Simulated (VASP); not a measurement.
# CdS (P3m1) in VASP: a series of runs

Runs on CdS. Level: r2SCAN. Tasks: single point.

All numbers are computed with VASP 6.6.1; they aren't measurements. Logs are shortened: lines on timing, memory, paths and dates and some standing lists are left out, and cuts for length are marked.

## (1) The cell of the first run

The structure is trigonal, space group P3m1 (No. 156). The conventional cell has a = 4.233 Å, b = 4.233 Å, c = 5.765 Å, α = 90.00°, β = 90.00°, γ = 120.00°. Cd (site symmetry 3m) has 3 S at 2.44 Å within 3.2 Å. Within 3.2 Å of S (site symmetry 3m) lie 3 Cd at 2.44 Å.

## (2) Single point, r2SCAN

Input file POSCAR:

```
CdS
1.0
    4.2325706819      0.0000000000      0.0000000000
   -2.1162853410      3.6655132672      0.0000000000
    0.0000000000      0.0000000000      5.7652176450
Cd S
1 1
Direct
    0.0000000000      0.0000000000      0.4426920000
    0.6666666667      0.3333333333      0.4343080000
```

Input file INCAR.step1:

```
SYSTEM = CdS
ALGO = Normal
EDIFF = 1E-4
ENCUT = 520
GGA = PE
ISMEAR = 0
LASPH = .True.
LCHARG = .False.
LREAL = .False.
LWAVE = .True.
NBANDS = 16
NELM = 80
PREC = Accurate
SIGMA = 0.01
```

Input file INCAR.step2:

```
SYSTEM = CdS
ALGO = Normal
EDIFF = 1E-7
ENCUT = 520
ISIF = 2
ISMEAR = 0
ISTART = 1
LASPH = .True.
LCHARG = .False.
LMIXTAU = .True.
LREAL = .False.
LWAVE = .False.
METAGGA = R2SCAN
NBANDS = 16
NELM = 80
PREC = Accurate
SIGMA = 0.01
```

Input file KPOINTS:

```
k-points
0
Gamma
  6 6 4
  0 0 0
```

Potentials or basis: VASP PAW PBE potentials, release 64 (Cd, S).

On the command line:

```bash
$ cat potpaw_PBE.64/Cd/POTCAR potpaw_PBE.64/S/POTCAR > POTCAR
$ cp INCAR.step1 INCAR
$ mpirun -np 1 vasp_std > vasp.out
$ cp INCAR.step2 INCAR
$ mpirun -np 1 vasp_std > vasp.out
```

OUTCAR:

```text
SYSTEM = CdS
   EDIFF = 1E-7
   ENCUT = 520
   ISIF = 2
   ISMEAR = 0
   ISTART = 1
   LASPH = .True.
   LREAL = .False.
   METAGGA = R2SCAN
   NELM = 80
   PREC = Accurate

 ion  position               nearest neighbor table
   1  0.000  0.000  0.443-   2 2.44   2 2.44   2 2.44
   2  0.667  0.333  0.434-   1 2.44   1 2.44   1 2.44

  LATTYP: Found a hexagonal cell.
 ALAT       =     4.2325706819
 C/A-ratio  =     1.3621078248

  Lattice vectors:

 A1 = (   4.2325706819,   0.0000000000,   0.0000000000)
 A2 = (  -2.1162853410,   3.6655132672,   0.0000000000)
 A3 = (   0.0000000000,   0.0000000000,   5.7652176450)

Analysis of symmetry for initial positions (statically):
=====================================================================
 Subroutine PRICEL returns:
 Original cell was already a primitive cell.

 Routine SETGRP: Setting up the symmetry group for a
 hexagonal supercell.

 Subroutine GETGRP returns: Found  6 space group operations
 (whereof  6 operations were pure point group operations)
 out of a pool of 24 trial point group operations.

The static configuration has the point symmetry C_3v.

Analysis of symmetry for dynamics (positions and initial velocities):
=====================================================================
 Subroutine PRICEL returns:
 Original cell was already a primitive cell.

 Routine SETGRP: Setting up the symmetry group for a
 hexagonal supercell.

 Subroutine GETGRP returns: Found  6 space group operations
 (whereof  6 operations were pure point group operations)
 out of a pool of 24 trial point group operations.

The dynamic configuration has the point symmetry C_3v.

 Subroutine INISYM returns: Found  6 space group operations
 (whereof  6 operations are pure point group operations),
 and found     1 'primitive' translations

----------------------------------------------------------------------------------------

                                     Primitive cell

  volume of cell :      89.4447

  direct lattice vectors                    reciprocal lattice vectors
     4.232570682  0.000000000  0.000000000     0.236263036  0.136406545  0.000000000
    -2.116285341  3.665513267  0.000000000     0.000000000  0.272813090  0.000000000
     0.000000000  0.000000000  5.765217645     0.000000000  0.000000000  0.173453989

  length of vectors
     4.232570682  4.232570278  5.765217645     0.272813064  0.272813090  0.173453989

  position of ions in fractional coordinates (direct lattice)
     0.000000000  0.000000000  0.442692000
     0.666666667  0.333333333  0.434308000

  ion indices of the primitive-cell ions
   primitive index   ion index
                 1           1
                 2           2

----------------------------------------------------------------------------------------

 KPOINTS: k-points

Automatic generation of k-mesh.
 Grid dimensions read from file:
 generate k-points for:    6    6    4

 Generating k-lattice:

  Cartesian coordinates                     Fractional coordinates (reciprocal lattice)
     0.039377173  0.022734424  0.000000000     0.166666667  0.000000000  0.000000000
     0.000000000  0.045468848  0.000000000     0.000000000  0.166666667  0.000000000
     0.000000000  0.000000000  0.043363497     0.000000000  0.000000000  0.250000000

  Length of vectors
     0.045468844  0.045468848  0.043363497

  Shift w.r.t. Gamma in fractional coordinates (k-lattice)
     0.000000000  0.000000000  0.000000000

 Subroutine IBZKPT returns following result:
 ===========================================

 Found     24 irreducible k-points:

 Following reciprocal coordinates:
            Coordinates               Weight
  0.000000  0.000000  0.000000      1.000000
  0.166667  0.000000  0.000000      6.000000
  0.333333  0.000000  0.000000      6.000000
  0.500000  0.000000  0.000000      3.000000
  0.166667  0.166667  0.000000      6.000000
  0.333333  0.166667  0.000000     12.000000
[... 16 lines left out ...]
  0.333333  0.166667  0.500000     12.000000
  0.333333  0.333333  0.500000      2.000000
   k-points           NKPTS =     24   k-points in BZ     NKDIM =     24   number of bands    NBANDS=     16
   number of dos      NEDOS =    301   number of ions     NIONS =      2
   total plane-waves  NPLWV =  49152
   dimension x,y,z NGX =    32 NGY =   32 NGZ =   48
   dimension x,y,z NGXF=    64 NGYF=   64 NGZF=   96
   ions per type =               1   1
   NGX,Y,Z   is equivalent  to a cutoff of  12.57, 12.57, 13.84 a.u.
   NGXF,Y,Z  is equivalent  to a cutoff of  25.14, 25.14, 27.68 a.u.
 SYSTEM =  CdS
   PREC   = accura    normal or accurate (medium, high low for compatibility)
   ISTART =      1    job   : 0-new  1-cont  2-samecut
   ICHARG =      0    charge: 1-file 2-atom 10-const
   ISPIN  =      1    spin polarized calculation?
   LNONCOLLINEAR =      F non collinear calculations
   LSORBIT =      F    spin-orbit coupling
   LASPH  =      T    aspherical Exc in radial PAW
   ENCUT  =  520.0 eV  38.22 Ry    6.18 a.u.   7.87  7.87 10.72*2*pi/ulx,y,z
   NELM   =     80;   NELMIN=  2; NELMDL=  0     # of ELM steps
   EDIFF  = 0.1E-06   stopping-criterion for ELM
   LREAL  =      F    real-space projection
   EDIFFG = 0.1E-05   stopping-criterion for IOM
   NSW    =      0    number of steps for IOM
   IBRION =     -1    ionic relax: 0-MD 1-quasi-New 2-CG
   NFREE  =      0    steps in history (QN), initial steepest desc. (CG)
   ISIF   =      2    stress and relaxation
   ISYM   =      2    0-nonsym 1-usesym 2-fastsym
   POTIM  = 0.5000    time-step for ionic-motion
   TEBEG  =    0.0;   TEEND  =   0.0 temperature during run
   PSTRESS=    0.0 pullay stress
   NELECT =      18.0000    total number of electrons
   NUPDOWN=      -1.0000    fix difference up-down
   EMIN   =  10.00;   EMAX   =-10.00  energy-range for DOS
   EFERMI =   0.00;   METHOD = LEGACY
   ISMEAR =     0;   SIGMA  =   0.01  broadening in eV -4-tet -1-fermi 0-gaus
   EFERMI_NEDOS =   21; number of points for ismear=-14 and -15
   IALGO  =     38    algorithm
   IMIX   =      4    mixing-type and parameters
     AMIX     =   0.40;   BMIX     =  1.00
     AMIX_MAG =   1.60;   BMIX_MAG =  1.00
  volume/ion in A,a.u.               =      44.72       301.80
  Fermi-wavevector in a.u.,A,eV,Ry     =   0.959358  1.812924 12.522367  0.920368
  Thomas-Fermi vector in A             =   2.088547
   LORBIT       =      0    0 simple, 1 ext, 2 COOP (PROOUT), +10 PAW based schemes
   METAGGA = R2SCAN    functional components
   LHFCALC =     F    Hartree Fock is set to
   AEXX    =    0.0000 exact exchange contribution
   IVDW    =     0    specifies the selected vdW correction
   LEPSILON=     F    determine dielectric tensor
   LRPA    =     F    only Hartree local field effects (RPA)
 non-spin polarized calculation
 Gauss-broadening in eV      SIGMA  =   0.01
  energy-cutoff  :      520.00
  volume of cell :       89.44
 maximum number of plane-waves:      2436
   NGX = 15   NGY = 15   NGZ = 21

 number of electron      18.0000000 magnetization

 Free energy of the ion-electron system (eV)
  ---------------------------------------------------
  ext. energy  EPLUGINS =         0.00000000
  ---------------------------------------------------
  free energy    TOTEN  =       -29.02868995 eV

  energy without entropy =      -29.02868995  energy(sigma->0) =      -29.02868995

 E-fermi :  -2.1680     XC(G=0):  -6.5408

 val. band max:       -2.2273283983   @ k =   0.0000   0.0000   0.5000
 cond. band min:      -0.2914254120   @ k =   0.0000   0.0000   0.0000
 fundamental gap:      1.9359029863
 Fermi energy:        -2.1679952794

 k-point     1 :       0.0000    0.0000    0.0000
  band No.  band energies     occupation
      1     -14.4586      2.00000
      2     -10.1899      2.00000
      3     -10.1899      2.00000
      4      -9.6327      2.00000
      5      -9.6327      2.00000
      6      -9.4258      2.00000
[... 8 lines left out ...]
     15       9.2570      0.00000
     16      10.0776      0.00000

 k-point     2 :       0.1667    0.0000    0.0000
  band No.  band energies     occupation
      1     -14.3711      2.00000
      2     -10.1458      2.00000
      3     -10.1130      2.00000
      4      -9.6646      2.00000
      5      -9.6371      2.00000
      6      -9.3916      2.00000
[... 8 lines left out ...]
     15       9.7893      0.00000
     16      10.0145      0.00000

 k-point     3 :       0.3333    0.0000    0.0000
  band No.  band energies     occupation
      1     -14.1945      2.00000
      2      -9.9977      2.00000
      3      -9.9475      2.00000
      4      -9.7255      2.00000
      5      -9.6457      2.00000
      6      -9.2957      2.00000
[... 8 lines left out ...]
     15       8.3387      0.00000
     16       8.9603      0.00000

 k-point     4 :       0.5000    0.0000    0.0000
  band No.  band energies     occupation
      1     -14.1060      2.00000
      2      -9.8888      2.00000
      3      -9.8581      2.00000
      4      -9.7543      2.00000
      5      -9.6498      2.00000
      6      -9.2064      2.00000
[... 8 lines left out ...]
     15       8.6168      0.00000
     16       9.1419      0.00000

 k-point     5 :       0.1667    0.1667    0.0000
  band No.  band energies     occupation
      1     -14.2388      2.00000
      2     -10.0768      2.00000
      3      -9.9631      2.00000
      4      -9.7068      2.00000
      5      -9.6475      2.00000
      6      -9.3189      2.00000
[... 8 lines left out ...]
     15       8.3092      0.00000
     16       9.2999      0.00000

 k-point     6 :       0.3333    0.1667    0.0000
  band No.  band energies     occupation
      1     -14.1063      2.00000
      2      -9.9592      2.00000
      3      -9.8335      2.00000
      4      -9.7445      2.00000
      5      -9.6602      2.00000
      6      -9.1578      2.00000
[... 8 lines left out ...]
     15       7.4230      0.00000
     16       8.6978      0.00000

 k-point     7 :       0.3333    0.3333    0.0000
  band No.  band energies     occupation
      1     -14.0625      2.00000
      2      -9.9268      2.00000
      3      -9.8248      2.00000
      4      -9.7463      2.00000
      5      -9.6754      2.00000
      6      -9.0157      2.00000
[... 8 lines left out ...]
     15       7.5070      0.00000
     16       7.9275      0.00000

 k-point     8 :       0.0000    0.0000    0.2500
  band No.  band energies     occupation
      1     -14.4567      2.00000
      2     -10.1898      2.00000
      3     -10.1898      2.00000
      4      -9.6330      2.00000
      5      -9.6330      2.00000
      6      -9.4209      2.00000
[... 8 lines left out ...]
     15       9.4052      0.00000
     16       9.8064      0.00000

 k-point     9 :       0.1667    0.0000    0.2500
  band No.  band energies     occupation
      1     -14.3693      2.00000
      2     -10.1457      2.00000
      3     -10.1129      2.00000
      4      -9.6652      2.00000
      5      -9.6374      2.00000
      6      -9.3872      2.00000
[... 8 lines left out ...]
     15       9.2235      0.00000
     16       9.3931      0.00000
[... 172 lines left out ...]
 k-point    19 :       0.1667    0.0000    0.5000
  band No.  band energies     occupation
      1     -14.3675      2.00000
      2     -10.1456      2.00000
      3     -10.1128      2.00000
      4      -9.6658      2.00000
      5      -9.6376      2.00000
      6      -9.3827      2.00000
[... 8 lines left out ...]
     15       7.8280      0.00000
     16       9.1110      0.00000

 k-point    20 :       0.3333    0.0000    0.5000
  band No.  band energies     occupation
      1     -14.1914      2.00000
      2      -9.9968      2.00000
      3      -9.9474      2.00000
      4      -9.7275      2.00000
      5      -9.6464      2.00000
      6      -9.2903      2.00000
[... 8 lines left out ...]
     15       8.5058      0.00000
     16       8.5209      0.00000

 k-point    21 :       0.5000    0.0000    0.5000
  band No.  band energies     occupation
      1     -14.1033      2.00000
      2      -9.8869      2.00000
      3      -9.8580      2.00000
      4      -9.7567      2.00000
      5      -9.6505      2.00000
      6      -9.2050      2.00000
[... 8 lines left out ...]
     15       8.7881      0.00000
     16       9.2243      0.00000

 k-point    22 :       0.1667    0.1667    0.5000
  band No.  band energies     occupation
      1     -14.2356      2.00000
      2     -10.0764      2.00000
      3      -9.9628      2.00000
      4      -9.7086      2.00000
      5      -9.6482      2.00000
      6      -9.3121      2.00000
[... 8 lines left out ...]
     15       7.6622      0.00000
     16       8.4142      0.00000

 k-point    23 :       0.3333    0.1667    0.5000
  band No.  band energies     occupation
      1     -14.1035      2.00000
      2      -9.9582      2.00000
      3      -9.8329      2.00000
      4      -9.7467      2.00000
      5      -9.6612      2.00000
      6      -9.1554      2.00000
[... 8 lines left out ...]
     15       8.8094      0.00000
     16       9.0042      0.00000

 k-point    24 :       0.3333    0.3333    0.5000
  band No.  band energies     occupation
      1     -14.0598      2.00000
      2      -9.9251      2.00000
      3      -9.8247      2.00000
      4      -9.7483      2.00000
      5      -9.6766      2.00000
      6      -9.0148      2.00000
[... 8 lines left out ...]
     15       7.7440      0.00000
     16       9.2297      0.00000

------------------------ aborting loop because EDIFF is reached ----------------------------------------

  FORCE on cell =-STRESS in cart. coord.  units (eV):
  Direction    XX          YY          ZZ          XY          YZ          ZX
  --------------------------------------------------------------------------------------
  -------------------------------------------------------------------------------------
  Total       -0.0438104     -0.0438104     -0.0503000      0.0000000      0.0000000      0.0000000
  in kB       -0.7847535     -0.7847533     -0.9009985      0.0000000      0.0000000      0.0000000
  external PRESSURE =      -0.8235018 kB  Pullay stress =       0.0000000 kB

 VOLUME and BASIS-vectors are now :
 -----------------------------------------------------------------------------
  energy-cutoff  :      520.00
  volume of cell :       89.44
      direct lattice vectors                 reciprocal lattice vectors
     4.232570682  0.000000000  0.000000000     0.236263036  0.136406545  0.000000000
    -2.116285341  3.665513267  0.000000000     0.000000000  0.272813090  0.000000000
     0.000000000  0.000000000  5.765217645     0.000000000  0.000000000  0.173453989

 POSITION                                       TOTAL-FORCE (eV/Angst)
 -----------------------------------------------------------------------------------
      0.00000      0.00000      2.55222         0.000000      0.000000     -0.007352
      2.11629      1.22184      2.50388        -0.000000      0.000000      0.007352
 -----------------------------------------------------------------------------------
    total drift:                                0.000008      0.000000      0.000024

  FREE ENERGIE OF THE ION-ELECTRON SYSTEM (eV)
  ---------------------------------------------------
  free  energy   TOTEN  =       -29.0286899512 eV

  energy  without entropy=      -29.0286899512  energy(sigma->0) =      -29.02868995
```

Run time: 2.9 min. Hardware: 1 thread of Intel Xeon 8259CL, shared host; peak memory 0.23 GiB.

Results:

```yaml
Free_energy: -29.0287 eV
Pressure: -0.1 GPa
Largest_force: 0.007 eV/Å
Band_gap_on_the_k_mesh: 1.94 eV
```

Forces on the atoms (eV/Å):
```
Cd   0.000  0.000 -0.007
S    0.000  0.000  0.007
```

Caveat: the PAW data sets were made with another functional, which shifts forces and pressure a little. A k mesh can miss the band edges.

## (3) Single point, r2SCAN

This run uses another cell than the first one.

Input file POSCAR:

```
CdS
1.0
    4.2611700000      0.0000000000      0.0000000000
   -2.1305850000      3.6902810000      0.0000000000
    0.0000000000      0.0000000000      5.8041730000
Cd S
1 1
Direct
    0.0000000000      0.0000000000      0.4426920000
    0.6666666667      0.3333333333      0.4343080000
```

Input file INCAR.step1:

```
PREC = Accurate
ENCUT = 520
ISMEAR = 0
SIGMA = 0.01
LREAL = False
LASPH = True
NELM = 100
NBANDS = 16
GGA = PE
ALGO = Normal
EDIFF = 1E-4
LWAVE = True
LCHARG = False
```

Input file INCAR.step2:

```
PREC = Accurate
ENCUT = 520
EDIFF = 1E-7
ISMEAR = 0
SIGMA = 0.01
LREAL = False
LASPH = True
NELM = 100
ALGO = Normal
ISIF = 2
LWAVE = False
LCHARG = False
METAGGA = R2SCAN
LMIXTAU = True
NBANDS = 16
ISTART = 1
```

Input file KPOINTS:

```
regular mesh
0
Gamma
  6 6 4
```

Potentials or basis: VASP PAW PBE potentials, release 64 (Cd, S).

On the command line:

```bash
$ cat potpaw_PBE.64/Cd/POTCAR potpaw_PBE.64/S/POTCAR > POTCAR
$ cp INCAR.step1 INCAR
$ mpirun -np 1 vasp_std > vasp.out
$ cp INCAR.step2 INCAR
$ mpirun -np 1 vasp_std > vasp.out
```

Wall time 3 min (1 thread of Intel Xeon 8259CL, shared host); peak memory 0.24 GiB.

Results (log left out):

| Quantity | Value |
| --- | --- |
| Free energy | -29.0244 eV |
| Pressure | -0.7 GPa |
| Largest force | 0.013 eV/Å |
| Band gap on the k mesh | 1.90 eV |

Forces in eV/Å, atoms in the order of the input:
```
Cd   0.000  0.000 -0.013
S    0.000  0.000  0.013
```

Stress tensor (GPa, compression positive):
```
-0.97  0.00  0.00
 0.00 -0.97  0.00
 0.00  0.00 -0.09
```

Levels at points of the mesh, in eV from the valence-band top:
```
           k point  band 6  band 7  band 8  band 9  band 10  band 11  band 12  band 13
(0.00, 0.00, 0.00)   -7.18   -1.12    0.00    0.00     1.90     5.90     7.43     7.43
(0.50, 0.00, 0.00)   -6.96   -3.61   -1.34   -0.22     4.11     5.58     7.09     7.85
(0.00, 0.00, 0.50)   -7.17   -1.33    0.00    0.00     2.23     5.37     7.48     7.48
(0.50, 0.00, 0.50)   -6.95   -3.58   -1.33   -0.33     4.29     4.60     8.10     8.53
```

Caveat: the PAW data sets were made with another functional, which shifts forces and pressure a little. A k mesh can miss the band edges.

(Part 1 of 2 ends here.)
